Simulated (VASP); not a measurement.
Write the native input for VASP 6.6.1 that does the following.

- Task: relaxation of cell and atoms
- Functional: PBE
- Potentials or basis: VASP PAW PBE potentials, release 64 (Ti_sv, Ge_d)
- Cutoff: 600 eV
- k mesh: 12 × 12 × 12
- Occupations: gaussian, width 0.1 eV
- Spin: no spin polarisation
- Dipole correction: no
- Further INCAR settings: ALGO = Normal; EDIFF = 1e-06; IBRION = 2; EDIFFG = -0.01; NSW = 100; ISIF = 3

The structure of TiGe lies in POSCAR:

```
TiGe
1.0
    0.0000000000      3.2252880866      3.2252880866
    3.2252880866      0.0000000000      3.2252880866
    3.2252880866      3.2252880866      0.0000000000
Ti Ge
2 2
Direct
    0.7500000000      0.7500000000      0.7500000000
    0.5000000000      0.5000000000      0.5000000000
    0.2500000000      0.2500000000      0.2500000000
    0.0000000000      0.0000000000      0.0000000000
```

The cell was generated, and may not be a known phase.

One way to write it, as run:

INCAR

```
  ALGO = Normal
  EDIFF = 1E-6
  EDIFFG = -0.01
  ENCUT = 600
  GGA = PE
  IBRION = 2
  ISIF = 3
  ISMEAR = 0
  LASPH = T
  LCHARG = F
  LREAL = F
  LWAVE = F
  NELM = 60
  NSW = 100
  PREC = Accurate
  SIGMA = 0.1
```

KPOINTS

```
k-points
0
Gamma
  12 12 12
```

Potentials or basis: VASP PAW PBE potentials, release 64 (Ti_sv, Ge_d).

Launch:

```console
$ cat potpaw_PBE.64/Ti_sv/POTCAR potpaw_PBE.64/Ge_d/POTCAR > POTCAR
$ mpirun -np 1 vasp_std > vasp.out
```

It gave:

```
Relaxed volume                        : 16.81 Å³/atom
Relaxed cell                          : a = 4.564 Å, b = 4.564 Å, c = 4.564 Å, α = 60.00°, β = 60.00°, γ = 60.00°
Space group after relaxing (to 0.1 Å) : Fd-3m (No. 227)
Energy gained by relaxing             : 0.0 meV/atom
Ionic steps                           : 2
Pressure after relaxing               : 0.0 GPa
Band gap on the k mesh                : zero (bands 26 and 27 overlap by 1.03 eV)
```

Run time: 2.3 min on 1 thread of Intel(R) Xeon(R) 6975P-C (Granite Rapids), on a shared host, peak memory 0.31 GiB.
